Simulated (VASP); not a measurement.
# Si6Ni3H in VASP: relaxation of the atoms with PBEsol

Aim: the relaxation of the atoms of Si6Ni3H with PBEsol.

Everything below comes from runs of VASP 6.6.1. Logs are shortened: lines on timing, memory, paths and dates and some standing lists are left out, and cuts for length are marked.

## Step 1: The cell of the first run

The cell holds a slab with vacuum, 10 atoms: a = 3.812 Å, b = 3.812 Å, c = 26.782 Å, α = 90.00°, β = 90.00°, γ = 120.00°.

## Step 2: Relaxation of the atoms, PBEsol

Contents of INCAR:

```
SYSTEM = Si6Ni3H
PREC     = Accurate       ! precision mode
ENCUT    = 520            ! plane-wave cutoff, eV
EDIFF    = 1E-7           ! SCF threshold, eV
ISMEAR   = 0              ! smearing method
SIGMA    = 0.1            ! smearing width, eV
LREAL    = .False.        ! projectors in reciprocal space
LASPH    = .True.         ! aspherical terms in the spheres
NELM     = 120            ! most SCF steps
ALGO     = Normal         ! electronic algorithm
ISIF     = 2              ! what is computed and relaxed
LWAVE    = .False.        ! write WAVECAR
LCHARG   = .False.        ! write CHGCAR
LDIPOL   = .True.       
IDIPOL   = 3            
DIPOL    = 0.5 0.5 0.482
GGA      = PS             ! functional
IBRION   = 2              ! ionic algorithm
NSW      = 90             ! ionic steps
EDIFFG   = -0.03          ! ionic threshold
GGA_COMPAT= .False.      
NELMIN   = 4            
NELMDL   = -8
```

Contents of KPOINTS:

```
Automatic mesh
0
Gamma
  9 9 1
  0 0 0
```

Contents of POSCAR:

```
Si6Ni3H
1.0
    3.8123023701      0.0000000000      0.0000000000
   -1.9061511851      3.3015506994      0.0000000000
    0.0000000000      0.0000000000     26.7818296266
Si Ni H
6 3 1
Selective dynamics
Direct
    0.0000000000      0.0000000000      0.3173793620  F F F
    0.3333333333      0.6666666667      0.3754921178  F F F
    0.6666666667      0.3333333333      0.4336048736  F F F
    0.0000000000      0.0000000000      0.4921738484  T T T
    0.3333333333      0.6666666667      0.5508695945  T T T
    0.6666666667      0.3333333333      0.6033679118  T T T
    0.6666666667      0.3333333333      0.3464357399  F F F
    0.3333333333      0.6666666667      0.4630421920  T T T
    0.0000000000      0.0000000000      0.5777833194  T T T
    0.6666666667      0.3333333333      0.6563889346  T T T
```

Potentials or basis: VASP PAW PBE potentials, release 64 (Si, Ni, H).

On the command line:

```
$ cat potpaw_PBE.64/Si/POTCAR potpaw_PBE.64/Ni/POTCAR potpaw_PBE.64/H/POTCAR > POTCAR
$ mpirun -np 1 vasp_std > vasp.out
```

OUTCAR:

```text
SYSTEM = Si6Ni3H
   PREC = Accurate
   ENCUT = 520
   EDIFF = 1E-7
   ISMEAR = 0
   LREAL = .False.
   LASPH = .True.
   NELM = 120
   ISIF = 2
   GGA = PS
   IBRION = 2
   NSW = 90
   EDIFFG = -0.03
   NELMIN = 4
   NELMDL = -8

 ion  position               nearest neighbor table
   1  0.000  0.000  0.317-   7 2.33   7 2.33   7 2.33   2 2.70   2 2.70   2 2.70
   2  0.333  0.667  0.375-   7 2.33   7 2.33   7 2.33   8 2.34   3 2.70   3 2.70   1 2.70   1 2.70
                             1 2.70   3 2.70
   3  0.667  0.333  0.434-   7 2.33   8 2.34   8 2.34   8 2.34   2 2.70   2 2.70   2 2.70   4 2.70
                             4 2.70   4 2.70
   4  0.000  0.000  0.492-   9 2.29   8 2.34   8 2.34   8 2.34   3 2.70   3 2.70   3 2.70   5 2.70
                             5 2.70   5 2.70
   5  0.333  0.667  0.551-   9 2.32   9 2.32   9 2.32   8 2.35   6 2.61   6 2.61   6 2.61   4 2.70
                             4 2.70   4 2.70
   6  0.667  0.333  0.603-  10 1.42   9 2.31   9 2.31   9 2.31   5 2.61   5 2.61   5 2.61
   7  0.667  0.333  0.346-   3 2.33   2 2.33   2 2.33   1 2.33   1 2.33   1 2.33   2 2.33
   8  0.333  0.667  0.463-   4 2.34   4 2.34   4 2.34   3 2.34   3 2.34   3 2.34   2 2.34   5 2.35

   9  0.000  0.000  0.578-   4 2.29   6 2.31   6 2.31   6 2.31   5 2.32   5 2.32   5 2.32
  10  0.667  0.333  0.656-   6 1.42

  LATTYP: Found a hexagonal cell.
 ALAT       =     3.8123023701
 C/A-ratio  =     7.0251063600

  Lattice vectors:

 A1 = (   3.8123023701,   0.0000000000,   0.0000000000)
 A2 = (  -1.9061511851,   3.3015506994,   0.0000000000)
 A3 = (   0.0000000000,   0.0000000000,  26.7818296266)

Analysis of symmetry for initial positions (statically):
=====================================================================
 Subroutine PRICEL returns:
 Original cell was already a primitive cell.

 Routine SETGRP: Setting up the symmetry group for a
 hexagonal supercell.

 Subroutine GETGRP returns: Found  6 space group operations
 (whereof  6 operations were pure point group operations)
 out of a pool of 24 trial point group operations.

The static configuration has the point symmetry C_3v.

Analysis of symmetry for dynamics (positions and initial velocities):
=====================================================================
 Subroutine PRICEL returns:
 Original cell was already a primitive cell.

 Routine SETGRP: Setting up the symmetry group for a
 hexagonal supercell.

 Subroutine GETGRP returns: Found  6 space group operations
 (whereof  6 operations were pure point group operations)
 out of a pool of 24 trial point group operations.

The dynamic configuration has the point symmetry C_3v.

Analysis of constrained symmetry for selective dynamics:
=====================================================================
 Subroutine PRICEL returns:
 Original cell was already a primitive cell.

 Routine SETGRP: Setting up the symmetry group for a
 hexagonal supercell.

 Subroutine GETGRP returns: Found  6 space group operations
 (whereof  6 operations were pure point group operations)
 out of a pool of 24 trial point group operations.

The constrained configuration has the point symmetry C_3v.

 Subroutine INISYM returns: Found  6 space group operations
 (whereof  6 operations are pure point group operations),
 and found     1 'primitive' translations

----------------------------------------------------------------------------------------

                                     Primitive cell

  volume of cell :     337.0898

  direct lattice vectors                    reciprocal lattice vectors
     3.812302370  0.000000000  0.000000000     0.262308679  0.151443987  0.000000000
    -1.906151185  3.301550699  0.000000000     0.000000000  0.302887973  0.000000000
     0.000000000  0.000000000 26.781829627     0.000000000  0.000000000  0.037338748

  length of vectors
     3.812302370  3.812302370 26.781829627     0.302887973  0.302887973  0.037338748

[... 56 lines left out ...]
  0.333333 -0.000000  0.000000      6.000000
  0.444444 -0.000000  0.000000      6.000000
  0.111111  0.111111  0.000000      6.000000
  0.222222  0.111111  0.000000     12.000000
  0.333333  0.111111  0.000000     12.000000
  0.444444  0.111111  0.000000      6.000000
  0.222222  0.222222  0.000000      6.000000
  0.333333  0.222222  0.000000     12.000000
  0.333333  0.333333  0.000000      2.000000
   k-points           NKPTS =     12   k-points in BZ     NKDIM =     12   number of bands    NBANDS=     33
   number of dos      NEDOS =    301   number of ions     NIONS =     10
   total plane-waves  NPLWV = 156800
   dimension x,y,z NGX =    28 NGY =   28 NGZ =  200
   dimension x,y,z NGXF=    56 NGYF=   56 NGZF=  400
   ions per type =               6   3   1
   NGX,Y,Z   is equivalent  to a cutoff of  12.21, 12.21, 12.41 a.u.
   NGXF,Y,Z  is equivalent  to a cutoff of  24.42, 24.42, 24.83 a.u.
 SYSTEM =  Si6Ni3H
   PREC   = accura    normal or accurate (medium, high low for compatibility)
   ISTART =      0    job   : 0-new  1-cont  2-samecut
   ICHARG =      2    charge: 1-file 2-atom 10-const
   ISPIN  =      1    spin polarized calculation?
   LNONCOLLINEAR =      F non collinear calculations
   LSORBIT =      F    spin-orbit coupling
   LASPH  =      T    aspherical Exc in radial PAW
   ENCUT  =  520.0 eV  38.22 Ry    6.18 a.u.   7.09  7.09 49.80*2*pi/ulx,y,z
   NELM   =    120;   NELMIN=  4; NELMDL= -8     # of ELM steps
   EDIFF  = 0.1E-06   stopping-criterion for ELM
   LREAL  =      F    real-space projection
   EDIFFG = -.3E-01   stopping-criterion for IOM
   NSW    =     90    number of steps for IOM
   IBRION =      2    ionic relax: 0-MD 1-quasi-New 2-CG
   NFREE  =      1    steps in history (QN), initial steepest desc. (CG)
   ISIF   =      2    stress and relaxation
   ISYM   =      2    0-nonsym 1-usesym 2-fastsym
   POTIM  = 0.5000    time-step for ionic-motion
   TEBEG  =    0.0;   TEEND  =   0.0 temperature during run
   PSTRESS=    0.0 pullay stress
   NELECT =      55.0000    total number of electrons
   NUPDOWN=      -1.0000    fix difference up-down
   EMIN   =  10.00;   EMAX   =-10.00  energy-range for DOS
   EFERMI =   0.00;   METHOD = LEGACY
   ISMEAR =     0;   SIGMA  =   0.10  broadening in eV -4-tet -1-fermi 0-gaus
   EFERMI_NEDOS =   21; number of points for ismear=-14 and -15
   IALGO  =     38    algorithm
   IMIX   =      4    mixing-type and parameters
     AMIX     =   0.40;   BMIX     =  1.00
     AMIX_MAG =   1.60;   BMIX_MAG =  1.00
  volume/ion in A,a.u.               =      33.71       227.48
  Fermi-wavevector in a.u.,A,eV,Ry     =   0.894569  1.690490 10.888114  0.800254
  Thomas-Fermi vector in A             =   2.016791
   LORBIT       =      0    0 simple, 1 ext, 2 COOP (PROOUT), +10 PAW based schemes
   GGA     = PS    functional components
   LHFCALC =     F    Hartree Fock is set to
   AEXX    =    0.0000 exact exchange contribution
   IVDW    =     0    specifies the selected vdW correction
   LEPSILON=     F    determine dielectric tensor
   LRPA    =     F    only Hartree local field effects (RPA)
 conjugate gradient relaxation of ions
 non-spin polarized calculation
 Gauss-broadening in eV      SIGMA  =   0.10
  energy-cutoff  :      520.00
  volume of cell :      337.09
 maximum number of plane-waves:      9099
   NGX = 15   NGY = 15   NGZ = 99

--------------------------------------- Ionic step        1  -------------------------------------------

 number of electron      55.0000003 magnetization

 Free energy of the ion-electron system (eV)
  ---------------------------------------------------
  ext. energy  EPLUGINS =         0.00000000
  ---------------------------------------------------
  free energy    TOTEN  =       -58.28348159 eV

  energy without entropy =      -58.26294093  energy(sigma->0) =      -58.27321126

------------------------ aborting loop because EDIFF is reached ----------------------------------------

  FORCE on cell =-STRESS in cart. coord.  units (eV):
  Direction    XX          YY          ZZ          XY          YZ          ZX
  --------------------------------------------------------------------------------------
  -------------------------------------------------------------------------------------
  Total       -2.7790905     -2.7790905      0.5266642      0.0000000     -0.0000000      0.0000000
  in kB      -13.2089327    -13.2089327      2.5032188      0.0000000     -0.0000000      0.0000000
  external PRESSURE =      -7.9715488 kB  Pullay stress =       0.0000000 kB
[... 113 lines left out ...]
  FREE ENERGIE OF THE ION-ELECTRON SYSTEM (eV)
  ---------------------------------------------------
  free  energy   TOTEN  =       -58.3959217788 eV

  energy  without entropy=      -58.3734159160  energy(sigma->0) =      -58.38466885

 dipolmoment           0.000000      0.000000     -0.005643 electrons x Angstroem

 vacuum level on the upper side and lower side of the slab       (xc-potential included)        -0.036        -0.100

[... ionic steps 4 to 16 ...]

--------------------------------------- Ionic step       17  -------------------------------------------

 number of electron      55.0000003 magnetization

------------------------ aborting loop because EDIFF is reached ----------------------------------------
[... 83 lines left out ...]
--------------------------------------- Ionic step       19  -------------------------------------------

 number of electron      55.0000002 magnetization

 dipolmoment           0.000000      0.000000      0.005916 electrons x Angstroem

 Free energy of the ion-electron system (eV)
  ---------------------------------------------------
  ext. energy  EPLUGINS =         0.00000000
  ---------------------------------------------------
  free energy    TOTEN  =       -58.47340894 eV

  energy without entropy =      -58.45088810  energy(sigma->0) =      -58.46214852

 E-fermi :   0.5961     XC(G=0):  -4.8886

 val. band max:        0.5903111645   @ k =   0.3333   0.2222   0.0000
 cond. band min:       0.6070936387   @ k =   0.2222   0.1111   0.0000
 fundamental gap:      0.0167824743
 Fermi energy:         0.5960757996

 k-point     1 :       0.0000    0.0000    0.0000
  band No.  band energies     occupation
      1     -12.7694      2.00000
      2     -11.7084      2.00000
      3     -10.3326      2.00000
      4      -7.8755      2.00000
      5      -6.1408      2.00000
      6      -4.5813      2.00000
[... 421 lines left out ...]
     32       2.9685      0.00000
     33       3.9257      0.00000

------------------------ aborting loop because EDIFF is reached ----------------------------------------

 vacuum level on the upper side and lower side of the slab       (xc-potential included)         0.030        -0.051

  FORCE on cell =-STRESS in cart. coord.  units (eV):
  Direction    XX          YY          ZZ          XY          YZ          ZX
  --------------------------------------------------------------------------------------
  -------------------------------------------------------------------------------------
  Total       -3.1459480     -3.1459480     -1.1814587      0.0000000      0.0000000      0.0000000
  in kB      -14.9525949    -14.9525949     -5.6154371      0.0000000      0.0000000      0.0000000
  external PRESSURE =     -11.8402090 kB  Pullay stress =       0.0000000 kB
[... 25 lines left out ...]
  FREE ENERGIE OF THE ION-ELECTRON SYSTEM (eV)
  ---------------------------------------------------
  free  energy   TOTEN  =       -58.4734089396 eV

  energy  without entropy=      -58.4508881002  energy(sigma->0) =      -58.46214852

 reached required accuracy - stopping structural energy minimisation

 vacuum level on the upper side and lower side of the slab         5.227         5.145
```

Wall time 81 min (1 thread of Oxide Virtual Turin-like, shared host); peak memory 0.47 GiB.

What came out:

| Property | Result |
| --- | --- |
| Free energy | -58.4734 eV |
| Energy gained by relaxing | 19.0 meV/atom |
| Ionic steps | 19 |
| Band gap on the k mesh | zero (an odd number of electrons rules out a gap without spin polarisation) |

The path:
| step | energy change (eV) | largest force on free atoms (eV/Å) | pressure (GPa) |
| --- | --- | --- | --- |
| 1 | 0.0000 | 1.6791 | -0.80 |
| 2 | -0.1053 | 1.3818 | -0.97 |
| 3 | -0.1124 | 0.9689 | -0.96 |
| 4 | -0.1684 | 0.4476 | -0.91 |
| 5 | -0.1724 | 0.4905 | -0.88 |
| 6 | -0.1837 | 0.1936 | -0.93 |
| 7 | -0.1845 | 0.2232 | -0.94 |
| 8 | -0.1866 | 0.1617 | -0.98 |
| 9 | -0.1866 | 0.1619 | -0.98 |
| 10 | -0.1881 | 0.0797 | -1.00 |
| 11 | -0.1883 | 0.0612 | -1.01 |
| 12 | -0.1886 | 0.0398 | -1.03 |
| 13 | -0.1887 | 0.0581 | -1.05 |
| 14 | -0.1889 | 0.0489 | -1.07 |
| 15 | -0.1890 | 0.0613 | -1.10 |
| 16 | -0.1893 | 0.0556 | -1.11 |
| 17 | -0.1896 | 0.0526 | -1.14 |
| 18 | -0.1898 | 0.0309 | -1.17 |
| 19 | -0.1899 | 0.0145 | -1.18 |

Final structure:
```cif
data_structure
_symmetry_space_group_name_H-M 'P 1'
_symmetry_Int_Tables_number 1
_cell_length_a 3.8123
_cell_length_b 3.8123
_cell_length_c 26.7818
_cell_angle_alpha 90.000
_cell_angle_beta 90.000
_cell_angle_gamma 120.000
_cell_volume 337.09
loop_
_atom_site_label
_atom_site_type_symbol
_atom_site_fract_x
_atom_site_fract_y
_atom_site_fract_z
_atom_site_occupancy
Si1 Si 0.00000 0.00000 0.31738 1
Si2 Si 0.33333 0.66667 0.37549 1
Si3 Si 0.66667 0.33333 0.43360 1
Si4 Si 0.00000 0.00000 0.49038 1
Si5 Si 0.33333 0.66667 0.55321 1
Si6 Si 0.66667 0.33333 0.60558 1
Ni1 Ni 0.66667 0.33333 0.34644 1
Ni2 Ni 0.33333 0.66667 0.46205 1
Ni3 Ni 0.00000 0.00000 0.57372 1
H1 H 0.66667 0.33333 0.66179 1
```

Levels at points of the mesh, in eV from the Fermi level:
```csv
k point,band 24,band 25,band 26,band 27,band 28,band 29,band 30,band 31,band 32,band 33
"(0.00, 0.00, 0.00)",-0.06,0.68,0.68,1.04,1.87,1.87,1.88,2.11,2.26,2.26
```

Caveat: the PAW data sets were made with another functional, which shifts forces and pressure a little; an odd number of electrons without spin polarisation forces a metal; a magnetic or distorted state may lie lower. Spin polarisation is off, so any magnetic state and its effect on volume and gap are missing.
